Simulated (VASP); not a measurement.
# Ge (Fd-3m) in VASP: further runs, part 2 of 2

VASP 6.6.1. Earlier steps stand in the parts before.

**3. Single point, revPBE+D4**

Input file INCAR:

```
SYSTEM = Ge
ALGO     = Normal         ! electronic algorithm
EDIFF    = 1E-6           ! SCF threshold, eV
ENCUT    = 520            ! plane-wave cutoff, eV
GGA      = RE             ! functional
ISIF     = 2              ! what is computed and relaxed
ISMEAR   = -1             ! smearing method
IVDW     = 13             ! dispersion correction
LASPH    = .True.         ! aspherical terms in the spheres
LCHARG   = .True.         ! write CHGCAR
LELF     = .True.         ! ELF
LREAL    = .False.        ! projectors in reciprocal space
LVHAR    = .True.       
LWAVE    = .False.        ! write WAVECAR
NBANDS   = 21             ! bands
NELM     = 100            ! most SCF steps
PREC     = Accurate       ! precision mode
SIGMA    = 0.05           ! smearing width, eV
```

Input file KPOINTS:

```
k-points
0
Gamma
  8 8 8
  0 0 0
```

Input file POSCAR:

```
Ge
1.0
    0.0000000000      2.7711609388      2.7711609388
    2.7711609388      0.0000000000      2.7711609388
    2.7711609388      2.7711609388      0.0000000000
Ge
2
Direct
    0.7500000000      0.7500000000      0.7500000000
    0.5000000000      0.5000000000      0.5000000000
```

Potentials or basis: VASP PAW PBE potentials, release 64 (Ge_d).

On the command line:

```sh
$ cat potpaw_PBE.64/Ge_d/POTCAR > POTCAR
$ mpirun -np 1 vasp_std > vasp.out
```

OUTCAR:

```text
SYSTEM = Ge
   EDIFF = 1E-6
   ENCUT = 520
   GGA = RE
   ISIF = 2
   ISMEAR = -1
   IVDW = 13
   LASPH = .True.
   LREAL = .False.
   NELM = 100
   PREC = Accurate

 ion  position               nearest neighbor table
   1  0.750  0.750  0.750-   2 2.40   2 2.40   2 2.40   2 2.40
   2  0.500  0.500  0.500-   1 2.40   1 2.40   1 2.40   1 2.40

  LATTYP: Found a face centered cubic cell.
 ALAT       =     5.5423218776

  Lattice vectors:

 A1 = (   0.0000000000,   2.7711609388,   2.7711609388)
 A2 = (   2.7711609388,   0.0000000000,   2.7711609388)
 A3 = (   2.7711609388,   2.7711609388,   0.0000000000)

Analysis of symmetry for initial positions (statically):
=====================================================================
 Subroutine PRICEL returns:
 Original cell was already a primitive cell.

 Routine SETGRP: Setting up the symmetry group for a
 face centered cubic supercell.

 Subroutine GETGRP returns: Found 48 space group operations
 (whereof 24 operations were pure point group operations)
 out of a pool of 48 trial point group operations.

The static configuration has the point symmetry T_d .
 The point group associated with its full space group is O_h .

Analysis of symmetry for dynamics (positions and initial velocities):
[... 160 lines left out ...]
 E-fermi :   5.9035     XC(G=0): -10.1004

 val. band max:        5.6981634395   @ k =   0.0000   0.0000   0.0000
 cond. band min:       6.1388065202   @ k =   0.5000   0.0000   0.0000
 fundamental gap:      0.4406430807
 Fermi energy:         5.9034975646

 k-point     1 :       0.0000    0.0000    0.0000
  band No.  band energies     occupation
      1     -19.2353      2.00000
      2     -19.2353      2.00000
      3     -19.2353      2.00000
      4     -19.1944      2.00000
      5     -19.1944      2.00000
      6     -18.9488      2.00000
[... 565 lines left out ...]
     20      16.9192      0.00000
     21      17.5960      0.00000

 [... further k-points ...]

------------------------ aborting loop because EDIFF is reached ----------------------------------------

  DFT-D4 for vdW energy calculation

  Edisp (eV):   -1.15333

  FORCE on cell =-STRESS in cart. coord.  units (eV):
  Direction    XX          YY          ZZ          XY          YZ          ZX
  --------------------------------------------------------------------------------------
  -------------------------------------------------------------------------------------
  Total       1.54097     1.54097     1.54097    -0.00000     0.00000    -0.00000
  in kB      58.00838    58.00838    58.00838    -0.00000     0.00000    -0.00000
  external pressure =       58.01 kB  Pullay stress =        0.00 kB

 VOLUME and BASIS-vectors are now :
 -----------------------------------------------------------------------------
  energy-cutoff  :      520.00
  volume of cell :       42.56
      direct lattice vectors                 reciprocal lattice vectors
     0.000000000  2.771160939  2.771160939    -0.180429795  0.180429795  0.180429795
     2.771160939  0.000000000  2.771160939     0.180429795 -0.180429795  0.180429795
     2.771160939  2.771160939  0.000000000     0.180429795  0.180429795 -0.180429795

 POSITION                                       TOTAL-FORCE (eV/Angst)
 -----------------------------------------------------------------------------------
      4.15674      4.15674      4.15674        -0.000000      0.000000      0.000000
      2.77116      2.77116      2.77116         0.000000     -0.000000     -0.000000
 -----------------------------------------------------------------------------------
    total drift:                                0.000000     -0.000000     -0.000000

  FREE ENERGIE OF THE ION-ELECTRON SYSTEM (eV)
  ---------------------------------------------------
  free  energy   TOTEN  =        -9.4352481384 eV

  energy  without entropy=       -9.4351386546  energy(sigma->0) =       -9.43519340
```

OSZICAR:

```text
N       E                     dE             d eps       ncg     rms          rms(c)
DAV:   1     0.191342064213E+03    0.19134E+03   -0.14461E+04  1388   0.375E+03
DAV:   2     0.187183254901E+02   -0.17262E+03   -0.16744E+03  1223   0.624E+02
DAV:   3    -0.751158807730E+01   -0.26230E+02   -0.26078E+02  1393   0.142E+02
DAV:   4    -0.835945216185E+01   -0.84786E+00   -0.84745E+00  1368   0.302E+01
DAV:   5    -0.837297551750E+01   -0.13523E-01   -0.13523E-01  1358   0.411E+00    0.365E+00
DAV:   6    -0.830769868716E+01    0.65277E-01   -0.24185E-02  1381   0.143E+00    0.215E+00
DAV:   7    -0.827906668697E+01    0.28632E-01   -0.54384E-02  1461   0.205E+00    0.170E-01
DAV:   8    -0.828154908455E+01   -0.24824E-02   -0.59583E-03  1373   0.823E-01    0.440E-02
DAV:   9    -0.828188846671E+01   -0.33938E-03   -0.42767E-04  1343   0.166E-01    0.160E-02
DAV:  10    -0.828191774410E+01   -0.29277E-04   -0.50467E-05  1393   0.750E-02    0.754E-03
DAV:  11    -0.828192244523E+01   -0.47011E-05   -0.13636E-05  1275   0.389E-02    0.232E-03
DAV:  12    -0.828192261614E+01   -0.17091E-06   -0.50016E-07  1132   0.532E-03
   1 F= -.94352481E+01 E0= -.94351934E+01  d E =-.109484E-03
```

stdout:

```text
POSCAR found type information on POSCAR Ge
 POSCAR found :  1 types and       2 ions
 scaLAPACK will be used
 -----------------------------------------------------------------------------
|                                                                             |
|                                                                             |
|     You enforced a specific xc type in the INCAR file but a different       |
|     I HOPE YOU KNOW WHAT YOU ARE DOING!                                     |
|                                                                             |
 -----------------------------------------------------------------------------

 LDA part: xc-table for (Slater+PW92), standard interpolation
 POSCAR, INCAR and KPOINTS ok, starting setup
 FFT: planning ... GRIDC
 FFT: planning ... GRID_SOFT
 FFT: planning ... GRID
 WAVECAR not read
 entering main loop
```

Run time: 19 s. Hardware: 1 thread of Intel Xeon 6975P-C, shared host; peak memory 0.17 GiB.

What came out:

- Free energy: -9.4352 eV
- Pressure: 5.8 GPa
- Band gap on the k mesh: 0.44 eV, indirect (least direct gap 0.70 eV)
- Dispersion energy per atom: -0.577 eV

Caveat: the PAW data sets were made with another functional, which shifts forces and pressure a little. A k mesh can miss the band edges.

**4. Single point, RPBE+D3(BJ)**

This run uses another cell than the first one, of 21.73 Å³/atom, 1.021 times its volume.

Input file INCAR:

```
ALGO = Normal
EDIFF = 1E-6
ENCUT = 520
GGA = RP
ISIF = 2
ISMEAR = -1
IVDW = 12
LASPH = T
LCHARG = F
LREAL = F
LWAVE = F
NBANDS = 21
NELM = 100
PREC = Accurate
SIGMA = 0.05
```

Input file KPOINTS:

```
k-points
0
Gamma
  8 8 8
```

Input file POSCAR:

```
Ge
1.0
    0.0000000000      2.7906767997      2.7906767997
    2.7906767997      0.0000000000      2.7906767997
    2.7906767997      2.7906767997      0.0000000000
Ge
2
Direct
    0.7500000000      0.7500000000      0.7500000000
    0.5000000000      0.5000000000      0.5000000000
```

On the command line:

```sh
$ cat potpaw_PBE.64/Ge_d/POTCAR > POTCAR
$ mpirun -np 1 vasp_std > vasp.out
```

Wall time 22 s (1 thread of Intel Xeon 6975P-C, shared host); peak memory 0.18 GiB.

It converged, with:

| Quantity | Value |
| --- | --- |
| Free energy | -10.8661 eV |
| Pressure | -2.0 GPa |
| Band gap on the k mesh | 0.40 eV, indirect (least direct gap 0.53 eV) |
| Dispersion energy per atom | -1.324 eV |

Levels at points of the mesh, in eV from the valence-band top:
| k point | band 12 | band 13 | band 14 | band 15 | band 16 | band 17 |
| --- | --- | --- | --- | --- | --- | --- |
| (0.00, 0.00, 0.00) | 0.00 | 0.00 | 0.00 | 0.53 | 2.58 | 2.58 |
| (0.50, 0.00, 0.00) | -7.76 | -1.47 | -1.47 | 0.40 | 3.78 | 3.78 |
| (0.50, 0.50, 0.00) | -9.02 | -3.22 | -3.22 | 0.77 | 0.77 | 9.91 |

Caveat: the PAW data sets were made with another functional, which shifts forces and pressure a little.

**5. Single point, RPBE+D3(BJ)**

This run uses another cell than the first one, of 22.19 Å³/atom, 1.043 times its volume.

Input file INCAR:

```
ALGO = Normal ; EDIFF = 1E-6
ENCUT = 520 ; GGA = RP
ISIF = 2 ; ISMEAR = -1
IVDW = 12 ; LASPH = T
LCHARG = F ; LREAL = F
LWAVE = F ; NBANDS = 21
NELM = 60 ; PREC = Accurate
SIGMA = 0.05
```

KPOINTS is that of step 4.

Input file POSCAR:

```
Ge
1.0
    0.0000000000      2.8099234548      2.8099234548
    2.8099234548      0.0000000000      2.8099234548
    2.8099234548      2.8099234548      0.0000000000
Ge
2
Direct
    0.7500000000      0.7500000000      0.7500000000
    0.5000000000      0.5000000000      0.5000000000
```

On the command line:

```sh
$ cat potpaw_PBE.64/Ge_d/POTCAR > POTCAR
$ mpirun -np 1 vasp_std > vasp.out
```

Wall time 21 s (1 thread of Intel Xeon 6975P-C, shared host); peak memory 0.18 GiB.

The run converged. Its results:

- Free energy: -10.8515 eV
- Pressure: -3.3 GPa
- Band gap on the k mesh: 0.33 eV, indirect (least direct gap 0.34 eV)
- Dispersion energy per atom: -1.294 eV

Levels at points of the mesh, in eV from the valence-band top:
```tsv
k point	band 11	band 12	band 13	band 14	band 15	band 16	band 17	band 18
(0.00, 0.00, 0.00)	-12.90	0.00	0.00	0.00	0.34	2.57	2.57	2.57
(0.50, 0.00, 0.00)	-10.76	-7.66	-1.44	-1.44	0.33	3.77	3.77	7.29
(0.50, 0.50, 0.00)	-8.93	-8.93	-3.14	-3.14	0.80	0.80	9.73	9.73
```

Caveat: the PAW data sets were made with another functional, which shifts forces and pressure a little.

**6. Single point, revPBE+D4**

This run uses another cell than the first one, of 21.73 Å³/atom, 1.021 times its volume.

Input file INCAR:

```
SYSTEM = Ge
  PREC = Accurate
  ENCUT = 520
  EDIFF = 1E-6
  ISMEAR = -1
  SIGMA = 0.05
  LREAL = .False.
  LASPH = .True.
  NELM = 80
  ALGO = Normal
  ISIF = 2
  LWAVE = .False.
  LCHARG = .False.
  GGA = RE
  IVDW = 13
  NBANDS = 21
```

Input file KPOINTS:

```
regular mesh
0
Gamma
  8 8 8
  0 0 0
```

Input file POSCAR:

```
Ge
1.0
    0.0000000000      2.7906767997      2.7906767997
    2.7906767997      0.0000000000      2.7906767997
    2.7906767997      2.7906767997      0.0000000000
Ge
2
Direct
    0.7500000000      0.7500000000      0.7500000000
    0.5000000000      0.5000000000      0.5000000000
```

Potentials or basis: VASP PAW PBE potentials, release 64 (Ge_d).

On the command line:

```sh
$ cat potpaw_PBE.64/Ge_d/POTCAR > POTCAR
$ mpirun -np 1 vasp_std > vasp.out
```

It took 27 s on 1 thread of Intel Xeon 6975P-C, shared host; peak memory 0.17 GiB.

It converged, with:

```yaml
Free_energy: -9.4630 eV
Pressure: 3.9 GPa
Band_gap_on_the_k_mesh: 0.37 eV, indirect (least direct gap 0.50 eV)
Dispersion_energy_per_atom: -0.564 eV
```

Levels at points of the mesh, in eV from the valence-band top:
```csv
k point,band 11,band 12,band 13,band 14,band 15,band 16,band 17,band 18
"(0.00, 0.00, 0.00)",-13.07,0.00,0.00,0.00,0.50,2.58,2.58,2.58
"(0.50, 0.00, 0.00)",-10.88,-7.77,-1.47,-1.47,0.37,3.78,3.78,7.25
"(0.50, 0.50, 0.00)",-9.02,-9.02,-3.22,-3.22,0.75,0.75,9.90,9.90
```

Caveat: the PAW data sets were made with another functional, which shifts forces and pressure a little.

**7. Summary**

```csv
level,cell,gap on the mesh (eV),pressure (GPa)
RPBE+D3(BJ),"a = 3.919 Å, angles 60.0°, 2 atoms",0.46,-0.5
revPBE+D4,"a = 3.919 Å, angles 60.0°, 2 atoms",0.44,5.8
RPBE+D3(BJ),"a = 3.947 Å, angles 60.0°, 2 atoms",0.40,-2.0
RPBE+D3(BJ),"a = 3.974 Å, angles 60.0°, 2 atoms",0.33,-3.3
revPBE+D4,"a = 3.947 Å, angles 60.0°, 2 atoms",0.37,3.9
```

Alike in all rows: task single point; potentials or basis VASP PAW PBE potentials, release 64 (Ge_d); no spin polarisation; k mesh 8 × 8 × 8; cutoff (eV) 520; smearing fermi-dirac 0.05 eV.

Caveats: the PAW data sets were made with another functional, which shifts forces and pressure a little.

Total energies depend on the potentials used, so only differences within one code and one set of settings carry meaning.

**8. How close it comes**

Step 2. Measured gap of Ge: 0.744 eV (indirect; 0 K; “Temperature-dependent photoluminescence in Ge: experiment and theory”, 2020, arxiv:2003.00143). This calculation gives 0.46 eV (-0.28 eV). 2 values of this kind are on record (0.666 to 0.744 eV); this one was drawn at random. Spin-orbit coupling on Ge is left out. The value is that of RPBE+D3(BJ) on a finite k mesh, which can miss the band edges, without temperature or zero-point motion. Semilocal functionals fall short of measured gaps as a rule.

Step 4. A measured gap of Ge is 0.744 eV (indirect; 0 K; “Temperature-dependent photoluminescence in Ge: experiment and theory”, 2020, arxiv:2003.00143); the calculated 0.40 eV misses it by -0.35 eV. 2 values of this kind are on record (0.666 to 0.744 eV); this one was drawn at random. Spin-orbit coupling on Ge is left out. The value is that of RPBE+D3(BJ) on a finite k mesh, which can miss the band edges, without temperature or zero-point motion. Semilocal functionals fall short of measured gaps as a rule.
